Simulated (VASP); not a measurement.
Runs of VASP 6.6.1 on Ag. The structure is that of space group Im-3m (No. 229), or close to it. The cells are those of the table. This isn't the form of Ag at room conditions, which is fcc.

| task | cell | gap on the mesh (eV) | pressure (GPa) |
| --- | --- | --- | --- |
| single point | a = 2.859 Å, angles 109.5°, 1 atom | none | (a) |
| relaxation of cell and atoms | relaxed to 30 GPa from a = 2.806 Å, angles 109.5°, 1 atom | none | 30.0 |
| single point | a = 2.748 Å, angles 109.5°, 1 atom | none | 14.8 |
| relaxation of cell and atoms | relaxed to 15 GPa from a = 2.806 Å, angles 109.5°, 1 atom | none | 14.8 |
| single point | a = 2.631 Å, angles 109.5°, 1 atom | none | 44.5 |

Alike in all rows: level PBE; potentials or basis VASP PAW PBE potentials, release 64 (Ag); no spin polarisation; k mesh 11 × 11 × 11; cutoff (eV) 500; smearing gaussian 0.05 eV.

Question: Fill in the values left out.

Answer: (a) -0.1.

Caveats: the cell is relaxed towards a set pressure, so the run minimises the enthalpy, not the energy (at least some runs); the cell stands under pressure (at least some runs).

A k mesh can miss the band edges, and the runs leave out spin-orbit coupling on Ag.

A gap of «none» marks levels without a gap at the run's occupations.
